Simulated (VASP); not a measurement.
ScAl5, 6 atoms in the cell. It takes space group P4/mmm (No. 123, tetragonal). Conventional cell: a = 2.906 Å, b = 2.906 Å, c = 12.383 Å, α = 90.00°, β = 90.00°, γ = 90.00°. Sc (site symmetry 4/mmm) has 4 Sc at 2.91 Å and 8 Al at 3.00 Å within 3.8 Å. Within 3.8 Å of Al (site symmetry 4mm) lie 12 Al at 2.85 to 2.91 Å. Al (site symmetry 4/mmm) has 12 Al at 2.88 to 2.91 Å within 3.8 Å. Within 3.8 Å of Al (site symmetry 4mm) lie 8 Al at 2.85 to 2.91 Å and 4 Sc at 3.00 Å. 

* Program: VASP 6.6.1
* Task: single point
* Functional: PBE
* Potentials or basis: VASP PAW PBE potentials, release 64 (Sc_sv, Al)
* Cutoff: 520 eV
* k mesh: 6 × 6 × 2
* Occupations: gaussian, width 0.1 eV
* Spin: collinear spin
* Starting moments: [1.0, 0.0, 0.0, 0.0, 0.0, 0.0] μB
* Dipole correction: no
* Further INCAR settings: ALGO = Fast; EDIFF = 1e-07; NBANDS = 26

Potentials or basis: VASP PAW PBE potentials, release 64 (Sc_sv, Al).

The run is started by

```console
$ cat potpaw_PBE.64/Sc_sv/POTCAR potpaw_PBE.64/Al/POTCAR > POTCAR
$ mpirun -np 1 vasp_std > vasp.out
```

Hardware: 1 thread of Intel(R) Xeon(R) Platinum 8259CL CPU @ 2.50GHz (Skylake/Cascade Lake), with other jobs on the host.

Q: Estimate the wall time of this run.

A: Run time: 2.8 min on 1 thread of Intel(R) Xeon(R) Platinum 8259CL CPU @ 2.50GHz (Skylake/Cascade Lake) (shared host), peak memory 0.3 GiB. Counts: scf iterations 17, k points 20.
